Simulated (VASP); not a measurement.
# BAs (F-43m) in VASP: settings compared, part 2 of 2

VASP 6.6.1. Earlier steps stand in the parts before.

### Step 5. Single point, SVWN5

This run uses another cell than the first one, of 13.24 Å³/atom, 0.991 times its volume.

Input file INCAR:

```
ALGO = Normal
EDIFF = 1E-6
ENCUT = 520
GGA = VW
ISIF = 2
ISMEAR = -1
LASPH = T
LCHARG = F
LREAL = F
LWAVE = F
NBANDS = 11
NELM = 100
PREC = Accurate
SIGMA = 0.05
```

Input file KPOINTS:

```
k-points
0
Gamma
  10 10 10
```

Input file POSCAR:

```
BAs
1.0
    0.0000000000      2.3656162647      2.3656162647
    2.3656162647      0.0000000000      2.3656162647
    2.3656162647      2.3656162647      0.0000000000
As B
1 1
Direct
    0.7500000000      0.7500000000      0.7500000000
    0.0000000000      0.0000000000      0.0000000000
```

Potentials or basis: VASP PAW PBE potentials, release 64 (As, B).

Run with:

```bash
cat potpaw_PBE.64/As/POTCAR potpaw_PBE.64/B/POTCAR > POTCAR
mpirun -np 1 vasp_std > vasp.out
```

OUTCAR:

```text
EDIFF = 1E-6
   ENCUT = 520
   GGA = VW
   ISIF = 2
   ISMEAR = -1
   LASPH = T
   LREAL = F
   NELM = 100
   PREC = Accurate

 ion  position               nearest neighbor table
   1  0.750  0.750  0.750-   2 2.05   2 2.05   2 2.05   2 2.05
   2  0.000  0.000  0.000-   1 2.05   1 2.05   1 2.05   1 2.05

  LATTYP: Found a face centered cubic cell.
 ALAT       =     4.7312325294

  Lattice vectors:

 A1 = (   0.0000000000,   2.3656162647,   2.3656162647)
 A2 = (   2.3656162647,   0.0000000000,   2.3656162647)
 A3 = (   2.3656162647,   2.3656162647,   0.0000000000)

Analysis of symmetry for initial positions (statically):
=====================================================================
 Subroutine PRICEL returns:
 Original cell was already a primitive cell.

 Routine SETGRP: Setting up the symmetry group for a
 face centered cubic supercell.

 Subroutine GETGRP returns: Found 24 space group operations
 (whereof 24 operations were pure point group operations)
 out of a pool of 48 trial point group operations.

The static configuration has the point symmetry T_d .

Analysis of symmetry for dynamics (positions and initial velocities):
=====================================================================
 Subroutine PRICEL returns:
 Original cell was already a primitive cell.

 Routine SETGRP: Setting up the symmetry group for a
 face centered cubic supercell.

 Subroutine GETGRP returns: Found 24 space group operations
 (whereof 24 operations were pure point group operations)
 out of a pool of 48 trial point group operations.

The dynamic configuration has the point symmetry T_d .

 Subroutine INISYM returns: Found 24 space group operations
 (whereof 24 operations are pure point group operations),
 and found     1 'primitive' translations

----------------------------------------------------------------------------------------

                                     Primitive cell

  volume of cell :      26.4766

  direct lattice vectors                    reciprocal lattice vectors
     0.000000000  2.365616265  2.365616265    -0.211361415  0.211361415  0.211361415
     2.365616265  0.000000000  2.365616265     0.211361415 -0.211361415  0.211361415
     2.365616265  2.365616265  0.000000000     0.211361415  0.211361415 -0.211361415

  length of vectors
     3.345486605  3.345486605  3.345486605     0.366088709  0.366088709  0.366088709

  position of ions in fractional coordinates (direct lattice)
     0.750000000  0.750000000  0.750000000
     0.000000000  0.000000000  0.000000000

  ion indices of the primitive-cell ions
   primitive index   ion index
                 1           1
                 2           2

----------------------------------------------------------------------------------------

 KPOINTS: k-points

Automatic generation of k-mesh.
 Grid dimensions read from file:
 generate k-points for:   10   10   10

 Generating k-lattice:

  Cartesian coordinates                     Fractional coordinates (reciprocal lattice)
    -0.021136141  0.021136141  0.021136141     0.100000000  0.000000000  0.000000000
     0.021136141 -0.021136141  0.021136141     0.000000000  0.100000000  0.000000000
     0.021136141  0.021136141 -0.021136141     0.000000000  0.000000000  0.100000000

  Length of vectors
     0.036608871  0.036608871  0.036608871

  Shift w.r.t. Gamma in fractional coordinates (k-lattice)
     0.000000000  0.000000000  0.000000000

 Subroutine IBZKPT returns following result:
 ===========================================

 Found     47 irreducible k-points:

 Following reciprocal coordinates:
            Coordinates               Weight
  0.000000  0.000000  0.000000      1.000000
  0.100000  0.000000  0.000000      8.000000
  0.200000  0.000000  0.000000      8.000000
  0.300000  0.000000  0.000000      8.000000
  0.400000  0.000000  0.000000      8.000000
  0.500000  0.000000  0.000000      4.000000
[... 16 lines left out ...]
  0.300000  0.300000  0.000000      6.000000
  0.400000  0.300000  0.000000     24.000000
 [... further k-points ...]
   k-points           NKPTS =     47   k-points in BZ     NKDIM =     47   number of bands    NBANDS=     11
   number of dos      NEDOS =    301   number of ions     NIONS =      2
   total plane-waves  NPLWV =  21952
   dimension x,y,z NGX =    28 NGY =   28 NGZ =   28
   dimension x,y,z NGXF=    56 NGYF=   56 NGZF=   56
   ions per type =               1   1
   NGX,Y,Z   is equivalent  to a cutoff of  13.91, 13.91, 13.91 a.u.
   NGXF,Y,Z  is equivalent  to a cutoff of  27.83, 27.83, 27.83 a.u.
 SYSTEM =  unknown system
   PREC   = accura    normal or accurate (medium, high low for compatibility)
   ISTART =      0    job   : 0-new  1-cont  2-samecut
   ICHARG =      2    charge: 1-file 2-atom 10-const
   ISPIN  =      1    spin polarized calculation?
   LNONCOLLINEAR =      F non collinear calculations
   LSORBIT =      F    spin-orbit coupling
   LASPH  =      T    aspherical Exc in radial PAW
   ENCUT  =  520.0 eV  38.22 Ry    6.18 a.u.   6.22  6.22  6.22*2*pi/ulx,y,z
   NELM   =    100;   NELMIN=  2; NELMDL= -5     # of ELM steps
   EDIFF  = 0.1E-05   stopping-criterion for ELM
   LREAL  =      F    real-space projection
   EDIFFG = 0.1E-04   stopping-criterion for IOM
   NSW    =      0    number of steps for IOM
   IBRION =     -1    ionic relax: 0-MD 1-quasi-New 2-CG
   NFREE  =      0    steps in history (QN), initial steepest desc. (CG)
   ISIF   =      2    stress and relaxation
   ISYM   =      2    0-nonsym 1-usesym 2-fastsym
   POTIM  = 0.5000    time-step for ionic-motion
   TEBEG  =    0.0;   TEEND  =   0.0 temperature during run
   PSTRESS=    0.0 pullay stress
   NELECT =       8.0000    total number of electrons
   NUPDOWN=      -1.0000    fix difference up-down
   EMIN   =  10.00;   EMAX   =-10.00  energy-range for DOS
   EFERMI =   0.00;   METHOD = LEGACY
   ISMEAR =    -1;   SIGMA  =   0.05  broadening in eV -4-tet -1-fermi 0-gaus
   EFERMI_NEDOS =   21; number of points for ismear=-14 and -15
   IALGO  =     38    algorithm
   IMIX   =      4    mixing-type and parameters
     AMIX     =   0.40;   BMIX     =  1.00
     AMIX_MAG =   1.60;   BMIX_MAG =  1.00
  volume/ion in A,a.u.               =      13.24        89.34
  Fermi-wavevector in a.u.,A,eV,Ry     =   1.098543  2.075946 16.419477  1.206797
  Thomas-Fermi vector in A             =   2.234923
   LORBIT       =      0    0 simple, 1 ext, 2 COOP (PROOUT), +10 PAW based schemes
   GGA     = VW    functional components
   LHFCALC =     F    Hartree Fock is set to
   AEXX    =    0.0000 exact exchange contribution
   IVDW    =     0    specifies the selected vdW correction
   LEPSILON=     F    determine dielectric tensor
   LRPA    =     F    only Hartree local field effects (RPA)
 non-spin polarized calculation
  energy-cutoff  :      520.00
  volume of cell :       26.48
 maximum number of plane-waves:       728
 NGX is ok and might be reduce to    28
   NGX = 13   NGY = 13   NGZ = 13

 number of electron       8.0000000 magnetization

 Free energy of the ion-electron system (eV)
  ---------------------------------------------------
  ext. energy  EPLUGINS =         0.00000000
  ---------------------------------------------------
  free energy    TOTEN  =       -12.81972131 eV

  energy without entropy =      -12.81972113  energy(sigma->0) =      -12.81972122

 E-fermi :   6.7067     XC(G=0): -10.8984

 val. band max:        6.1751336005   @ k =   0.0000   0.0000   0.0000
 cond. band min:       7.2730835630   @ k =   0.4000   0.4000   0.0000
 fundamental gap:      1.0979499625
 Fermi energy:         6.7067490708

 k-point     1 :       0.0000    0.0000    0.0000
  band No.  band energies     occupation
      1      -9.4843      2.00000
      2       6.1751      1.99995
      3       6.1751      1.99995
      4       6.1751      1.99995
      5       9.4668      0.00000
      6       9.4668      0.00000
      7       9.4668      0.00000
      8      11.2319      0.00000
      9      15.6804      0.00000
     10      19.3561      0.00000
     11      19.3561      0.00000
[... 309 lines left out ...]
 k-point    24 :       0.4000    0.3000    0.0000
  band No.  band energies     occupation
      1      -6.7780      2.00000
      2      -0.3095      2.00000
      3       2.0754      2.00000
      4       2.5837      2.00000
      5       7.8108      0.00000
      6       9.5250      0.00000
      7      15.1524      0.00000
      8      15.3678      0.00000
      9      18.3395      0.00000
     10      22.1952      0.00000
     11      22.3076      0.00000

 [... further k-points ...]
[... 5 lines left out ...]
  --------------------------------------------------------------------------------------
  -------------------------------------------------------------------------------------
  Total        0.2015157      0.2015157      0.2015157      0.0000000     -0.0000000     -0.0000000
  in kB       12.1942939     12.1942939     12.1942939      0.0000000     -0.0000000     -0.0000000
  external PRESSURE =      12.1942939 kB  Pullay stress =       0.0000000 kB

 VOLUME and BASIS-vectors are now :
 -----------------------------------------------------------------------------
  energy-cutoff  :      520.00
  volume of cell :       26.48
      direct lattice vectors                 reciprocal lattice vectors
     0.000000000  2.365616265  2.365616265    -0.211361415  0.211361415  0.211361415
     2.365616265  0.000000000  2.365616265     0.211361415 -0.211361415  0.211361415
     2.365616265  2.365616265  0.000000000     0.211361415  0.211361415 -0.211361415

 POSITION                                       TOTAL-FORCE (eV/Angst)
 -----------------------------------------------------------------------------------
      3.54842      3.54842      3.54842        -0.000000      0.000000     -0.000000
      0.00000      0.00000      0.00000         0.000000     -0.000000      0.000000
 -----------------------------------------------------------------------------------
    total drift:                                0.000000      0.000000      0.000000

  FREE ENERGIE OF THE ION-ELECTRON SYSTEM (eV)
  ---------------------------------------------------
  free  energy   TOTEN  =       -12.8197213130 eV

  energy  without entropy=      -12.8197211346  energy(sigma->0) =      -12.81972122
```

Run time: 25 s. Hardware: 1 thread of Intel Xeon 8259CL, shared host; peak memory 0.15 GiB.

What came out:

```yaml
Free_energy: -12.8197 eV
Pressure: 1.2 GPa
Band_gap_on_the_k_mesh: 1.10 eV, indirect (least direct gap 3.29 eV)
```

Levels at points of the mesh, in eV from the valence-band top:
```tsv
k point	band 2	band 3	band 4	band 5	band 6	band 7
(0.00, 0.00, 0.00)	0.00	0.00	0.00	3.29	3.29	3.29
(0.50, 0.00, 0.00)	-8.97	-1.87	-1.87	2.86	4.79	4.79
(0.50, 0.50, 0.00)	-8.59	-4.20	-4.20	1.31	1.39	11.52
```

Caveat: the PAW data sets were made with another functional, which shifts forces and pressure a little. A k mesh can miss the band edges.

### Step 6. The runs side by side

```csv
level,cell,gap on the mesh (eV),pressure (GPa)
revPBE+D3(BJ),"a = 3.355 Å, angles 60.0°, 2 atoms",1.17,0.4
BLYP+D4,"a = 3.332 Å, angles 60.0°, 2 atoms",1.37,5.7
BLYP+D4,"a = 3.355 Å, angles 60.0°, 2 atoms",1.39,2.6
SVWN5,"a = 3.345 Å, angles 60.0°, 2 atoms",1.10,1.2
```

Alike in all rows: task single point; potentials or basis VASP PAW PBE potentials, release 64 (As, B); no spin polarisation; k mesh 10 × 10 × 10; cutoff (eV) 520; smearing fermi-dirac 0.05 eV.

Caveats: the PAW data sets were made with another functional, which shifts forces and pressure a little.

Absolute energies hang on the potentials; compare differences alone.
